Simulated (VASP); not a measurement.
Write the native input for VASP 6.6.1 that does the following.

```
Task                   : single point
Functional             : PBE
Potentials or basis    : VASP PAW PBE potentials, release 64 (Ta_pv, Si)
Cutoff                 : 520 eV
k mesh                 : 13 × 13 × 13
Occupations            : fermi-dirac, width 0.05 eV
Spin                   : no spin polarisation
Dipole correction      : no
Further INCAR settings : ALGO = Normal; EDIFF = 1e-06; NBANDS = 14
```

The structure of TaSi (CsCl type) lies in POSCAR:

```
TaSi
1.0
    3.1575638990      0.0000000000      0.0000000000
    0.0000000000      3.1575638990      0.0000000000
    0.0000000000      0.0000000000      3.1575638990
Ta Si
1 1
Direct
    0.0000000000      0.0000000000      0.0000000000
    0.5000000000      0.5000000000      0.5000000000
```

The input as run:

INCAR

```
SYSTEM = TaSi
PREC = Accurate ; ENCUT = 520
EDIFF = 1E-6 ; ISMEAR = -1
SIGMA = 0.05 ; LREAL = .FALSE.
LASPH = .TRUE. ; NELM = 60
ALGO = Normal ; ISIF = 2
LWAVE = .FALSE. ; LCHARG = .FALSE.
GGA = PE ; NBANDS = 14
```

KPOINTS

```
regular mesh
0
G
  13 13 13
  0 0 0
```

Potentials or basis: VASP PAW PBE potentials, release 64 (Ta_pv, Si).

Run with:

```console
$ cat potpaw_PBE.64/Ta_pv/POTCAR potpaw_PBE.64/Si/POTCAR > POTCAR
$ mpirun -np 1 vasp_std > vasp.out
```

It gave:

| Property | Result |
| --- | --- |
| Pressure | -0.8 GPa |

Run time: 10 s on 1 thread of Intel(R) Xeon(R) Platinum 8559C (Emerald Rapids), on a shared host, peak memory 0.16 GiB.
